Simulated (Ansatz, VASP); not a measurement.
## One calculation of CdTe, two programs

```
CELL_PARAMETERS angstrom
0.00000 3.20500 3.20500
3.20500 0.00000 3.20500
3.20500 3.20500 0.00000
ATOMIC_POSITIONS crystal
Te 0.75000 0.75000 0.75000
Cd 0.00000 0.00000 0.00000
```

Alike in both runs: task relaxation of cell and atoms; functional PBEsol; k mesh 7 × 7 × 7; occupations fermi-dirac, width 0.05 eV; no spin polarisation.

|  | VASP | Ansatz |
| --- | --- | --- |
| version | VASP 6.6.1 | Ansatz 0.2.0 |
| potentials or method | VASP PAW PBE potentials, release 64 (Te, Cd), cutoff 600 eV | all-electron LAPW, scalar-relativistic |

Ansatz gave:

| Property | Result |
| --- | --- |
| relaxed volume (Å³/atom) | 34.17 |
| relaxed cell length with the largest relative difference (Å) | 4.589 |

Which values does VASP return?

Relaxed volume (Å³/atom): 34.26; relaxed cell length with the largest relative difference (Å): 4.593.

VASP's potentials were made for PBE, not for PBEsol. Ansatz ran all-electron here, and VASP with PAW potentials.

Neither program's run includes spin-orbit coupling.
